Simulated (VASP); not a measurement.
# LiBr (Fm-3m) in VASP: notebook, part 2 of 2

VASP 6.6.1. The steps go on from the part before.

## Step 3: Single point, PBE

This run uses another cell than the first one, of 21.37 Å³/atom, 1.027 times its volume.

The input, INCAR:

```
  PREC = Accurate
  ENCUT = 750
  EDIFF = 1E-6
  ISMEAR = -1
  SIGMA = 0.1
  LREAL = False
  LASPH = True
  NELM = 120
  ALGO = Normal
  ISIF = 2
  LWAVE = False
  LCHARG = False
  GGA = PE
  NBANDS = 12
  GGA_COMPAT = False
```

The input, KPOINTS:

```
regular mesh
0
Gamma
  6 6 6
```

The input, POSCAR:

```
LiBr
1.0
    0.0000000000      2.7748860506      2.7748860506
    2.7748860506      0.0000000000      2.7748860506
    2.7748860506      2.7748860506      0.0000000000
Li Br
1 1
Direct
    0.0000000000      0.0000000000      0.0000000000
    0.5000000000      0.5000000000      0.5000000000
```

Potentials or basis: VASP PAW PBE potentials, release 64 (Li_sv, Br).

The run is started by

```bash
> cat potpaw_PBE.64/Li_sv/POTCAR potpaw_PBE.64/Br/POTCAR > POTCAR
> mpirun -np 1 vasp_std > vasp.out
```

Wall time 6.7 s (1 thread of Intel Xeon 6975P-C (Granite Rapids), shared host); peak memory 0.2 GiB.

Results (log left out):

| Property | Result |
| --- | --- |
| Free energy | -6.6397 eV |
| Pressure | -0.6 GPa |
| Band gap on the k mesh | 4.83 eV, direct |

Levels at points of the mesh, in eV from the valence-band top:
| k point | band 3 | band 4 | band 5 | band 6 | band 7 | band 8 |
| --- | --- | --- | --- | --- | --- | --- |
| (0.00, 0.00, 0.00) | 0.00 | 0.00 | 0.00 | 4.83 | 10.48 | 10.48 |
| (0.50, 0.00, 0.00) | -2.77 | -0.25 | -0.25 | 5.61 | 8.10 | 8.10 |
| (0.50, 0.50, 0.00) | -2.76 | -1.09 | -1.09 | 6.21 | 7.16 | 11.41 |

## Step 4: Single point, PBE

This run uses another cell than the first one, of 21.92 Å³/atom, 1.053 times its volume.

The input, INCAR:

```
SYSTEM = LiBr
ALGO = Normal
EDIFF = 1E-6
ENCUT = 750
GGA = PE
GGA_COMPAT = .False.
ISIF = 2
ISMEAR = -1
LASPH = .True.
LCHARG = .True.
LELF = .True.
LREAL = .False.
LVHAR = .True.
LWAVE = .False.
NBANDS = 12
NELM = 120
PREC = Accurate
SIGMA = 0.1
```

The input, KPOINTS:

```
k-points
0
Gamma
  6 6 6
  0 0 0
```

The input, POSCAR:

```
LiBr
1.0
    0.0000000000      2.7987059800      2.7987059800
    2.7987059800      0.0000000000      2.7987059800
    2.7987059800      2.7987059800      0.0000000000
Li Br
1 1
Direct
    0.0000000000      0.0000000000      0.0000000000
    0.5000000000      0.5000000000      0.5000000000
```

The run is started by

```bash
> cat potpaw_PBE.64/Li_sv/POTCAR potpaw_PBE.64/Br/POTCAR > POTCAR
> mpirun -np 1 vasp_std > vasp.out
```

Wall time 7.1 s (1 thread of Intel Xeon 6975P-C (Granite Rapids), shared host); peak memory 0.2 GiB.

Results (log left out):

```yaml
Free_energy: -6.6340 eV
Pressure: -1.1 GPa
Band_gap_on_the_k_mesh: 4.73 eV, direct
```

Levels at points of the mesh, in eV from the valence-band top:
| k point | band 3 | band 4 | band 5 | band 6 | band 7 | band 8 |
| --- | --- | --- | --- | --- | --- | --- |
| (0.00, 0.00, 0.00) | 0.00 | 0.00 | 0.00 | 4.73 | 10.46 | 10.46 |
| (0.50, 0.00, 0.00) | -2.66 | -0.24 | -0.24 | 5.60 | 8.09 | 8.09 |
| (0.50, 0.50, 0.00) | -2.65 | -1.04 | -1.04 | 6.17 | 7.19 | 11.20 |

Expect the measured gap to be larger: semilocal functionals such as PBE lack the derivative discontinuity.

## Step 5: Single point, PBE

This run uses another cell than the first one, of 22.48 Å³/atom, 1.080 times its volume.

The input, INCAR:

```
ALGO = Normal
EDIFF = 1E-6
ENCUT = 750
GGA = PE
GGA_COMPAT = False
ISIF = 2
ISMEAR = -1
LASPH = True
LCHARG = False
LREAL = False
LWAVE = False
NBANDS = 12
NELM = 120
PREC = Accurate
SIGMA = 0.1
```

The input, KPOINTS:

```
k-points
0
Gamma
  6 6 6
```

The input, POSCAR:

```
LiBr
1.0
    0.0000000000      2.8221272026      2.8221272026
    2.8221272026      0.0000000000      2.8221272026
    2.8221272026      2.8221272026      0.0000000000
Li Br
1 1
Direct
    0.0000000000      0.0000000000      0.0000000000
    0.5000000000      0.5000000000      0.5000000000
```

Potentials or basis: VASP PAW PBE potentials, release 64 (Li_sv, Br).

The run is started by

```bash
> cat potpaw_PBE.64/Li_sv/POTCAR potpaw_PBE.64/Br/POTCAR > POTCAR
> mpirun -np 1 vasp_std > vasp.out
```

OUTCAR:

```text
EDIFF = 1E-6
   ENCUT = 750
   GGA = PE
   ISIF = 2
   ISMEAR = -1
   LASPH = True
   LREAL = False
   NELM = 120
   PREC = Accurate

 ion  position               nearest neighbor table
   1  0.000  0.000  0.000-
   2  0.500  0.500  0.500-

  LATTYP: Found a face centered cubic cell.
 ALAT       =     5.6442544052

  Lattice vectors:

 A1 = (   0.0000000000,   2.8221272026,   2.8221272026)
 A2 = (   2.8221272026,   0.0000000000,   2.8221272026)
 A3 = (   2.8221272026,   2.8221272026,   0.0000000000)

Analysis of symmetry for initial positions (statically):
=====================================================================
 Subroutine PRICEL returns:
 Original cell was already a primitive cell.

 Routine SETGRP: Setting up the symmetry group for a
 face centered cubic supercell.

 Subroutine GETGRP returns: Found 48 space group operations
 (whereof 48 operations were pure point group operations)
 out of a pool of 48 trial point group operations.
[... 161 lines left out ...]

 k-point     1 :       0.0000    0.0000    0.0000
  band No.  band energies     occupation
      1     -44.7308      2.00000
      2     -13.3892      2.00000
      3      -0.1997      2.00000
      4      -0.1997      2.00000
      5      -0.1997      2.00000
      6       4.4290      0.00000
      7      10.2316      0.00000
      8      10.2316      0.00000
      9      10.2316      0.00000
     10      11.6923      0.00000
     11      11.6923      0.00000
     12      11.6923      0.00000
[... 211 lines left out ...]
 k-point    16 :      -0.3333    0.5000    0.1667
  band No.  band energies     occupation
      1     -44.7299      2.00000
      2     -12.8562      2.00000
      3      -2.4266      2.00000
      4      -1.6710      2.00000
      5      -1.2002      2.00000
      6       6.7835      0.00000
      7       8.0575      0.00000
      8       9.3010      0.00000
      9       9.9256      0.00000
     10      12.4107      0.00000
     11      14.6109      0.00000
     12      16.3910      0.00000

------------------------ aborting loop because EDIFF is reached ----------------------------------------

  FORCE on cell =-STRESS in cart. coord.  units (eV):
  Direction    XX          YY          ZZ          XY          YZ          ZX
  --------------------------------------------------------------------------------------
  -------------------------------------------------------------------------------------
  Total       -0.4519192     -0.4519192     -0.4519192     -0.0000000     -0.0000000      0.0000000
  in kB      -16.1068859    -16.1068859    -16.1068859     -0.0000000     -0.0000000      0.0000000
  external PRESSURE =     -16.1068859 kB  Pullay stress =       0.0000000 kB

 VOLUME and BASIS-vectors are now :
 -----------------------------------------------------------------------------
  energy-cutoff  :      750.00
  volume of cell :       44.95
      direct lattice vectors                 reciprocal lattice vectors
     0.000000000  2.822127203  2.822127203    -0.177171319  0.177171319  0.177171319
     2.822127203  0.000000000  2.822127203     0.177171319 -0.177171319  0.177171319
     2.822127203  2.822127203  0.000000000     0.177171319  0.177171319 -0.177171319

 POSITION                                       TOTAL-FORCE (eV/Angst)
 -----------------------------------------------------------------------------------
      0.00000      0.00000      0.00000        -0.000000     -0.000000      0.000000
      2.82213      2.82213      2.82213         0.000000      0.000000     -0.000000
 -----------------------------------------------------------------------------------
    total drift:                                0.000000      0.000000      0.000000

  FREE ENERGIE OF THE ION-ELECTRON SYSTEM (eV)
  ---------------------------------------------------
  free  energy   TOTEN  =        -6.6247379681 eV

  energy  without entropy=       -6.6247379680  energy(sigma->0) =       -6.62473797
```

Run time: 6.1 s. Hardware: 1 thread of Intel Xeon 6975P-C (Granite Rapids), shared host; peak memory 0.2 GiB.

What came out:

```
Free energy            : -6.6247 eV
Pressure               : -1.6 GPa
Band gap on the k mesh : 4.63 eV, direct
```

## Step 6: The runs side by side

| cell | gap on the mesh (eV) | pressure (GPa) |
| --- | --- | --- |
| a = 3.890 Å, angles 60.0°, 2 atoms | 4.94 | 0.1 |
| a = 3.924 Å, angles 60.0°, 2 atoms | 4.83 | -0.6 |
| a = 3.958 Å, angles 60.0°, 2 atoms | 4.73 | -1.1 |
| a = 3.991 Å, angles 60.0°, 2 atoms | 4.63 | -1.6 |

Alike in all rows: task single point; level PBE; potentials or basis VASP PAW PBE potentials, release 64 (Li_sv, Br); no spin polarisation; k mesh 6 × 6 × 6; cutoff (eV) 750; smearing fermi-dirac 0.1 eV.

Absolute energies hang on the potentials; compare differences alone.
